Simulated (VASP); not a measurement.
Input of a VASP 6.6.1 run:

The input INCAR:

```
ALGO = Normal
EDIFF = 1E-6
EDIFFG = -0.01
ENCUT = 600
GGA = PE
IBRION = 2
ISIF = 3
ISMEAR = -1
LASPH = True
LCHARG = False
LREAL = False
LWAVE = False
NELM = 80
NSW = 80
PREC = Accurate
SIGMA = 0.1
```

KPOINTS

```
k-points
0
Gamma
  10 10 10
```

File POSCAR:

```
Pd
1.0
    0.0000000000      2.7082278367      2.7082278367
    2.7082278367      0.0000000000      2.7082278367
    2.7082278367      2.7082278367      0.0000000000
Pd
2
Direct
    0.1250000000      0.1250000000      0.1250000000
    0.8750000000      0.8750000000      0.8750000000
```

Potentials or basis: VASP PAW PBE potentials, release 64 (Pd).

Command:

```sh
$ cat potpaw_PBE.64/Pd/POTCAR > POTCAR
$ mpirun -np 1 vasp_std > vasp.out
```

(1) What does it give for the band gap on the k mesh?

(2) Estimate the space group after relaxing (to 0.05 Å).

Answers

(1) zero (band 10 reaches 4.01 eV, above the bottom of band 11 at 3.66 eV).

(2) Fd-3m (No. 227).
